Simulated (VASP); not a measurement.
Here is a VASP 6.6.1 calculation.

Contents of INCAR:

```
SYSTEM = CsI
  PREC = Accurate
  ENCUT = 500
  EDIFF = 1E-6
  ISMEAR = 0
  SIGMA = 0.05
  LREAL = .False.
  LASPH = .True.
  NELM = 120
  ALGO = Normal
  ISIF = 2
  LWAVE = .False.
  LCHARG = .True.
  GGA = PE
  LELF = .True.
  LVHAR = .True.
  NBANDS = 15
  GGA_COMPAT = .False.
```

Contents of KPOINTS:

```
Automatic mesh
0
Gamma
  6 6 6
  0 0 0
```

File POSCAR:

```
CsI
1.0
    4.5667000000      0.0000000000      0.0000000000
    0.0000000000      4.5667000000      0.0000000000
    0.0000000000      0.0000000000      4.4753660000
Cs I
1 1
Direct
    0.0000000000      0.0000000000      0.0000000000
    0.5000000000      0.5000000000      0.5000000000
```

Potentials or basis: VASP PAW PBE potentials, release 64 (Cs_sv, I).

Run with:

```bash
$ cat potpaw_PBE.64/Cs_sv/POTCAR potpaw_PBE.64/I/POTCAR > POTCAR
$ mpirun -np 1 vasp_std > vasp.out
```

**Question.** Predict the band gap on the k mesh.

**Answer.** 3.87 eV (least direct gap 3.95 eV).

**Question.** What does it give for the pressure?

**Answer.** 1.1 GPa.

Stress tensor (GPa, compression positive):
```
0.96 0.00 0.00
0.00 0.96 0.00
0.00 0.00 1.34
```

Caveat: the cell differs from its parent crystal (strain -0.0200 x Voigt [0, 0, 1, 0, 0, 0]); spin-orbit coupling is left out, which moves the levels of the heavy elements. A k mesh can miss the band edges.
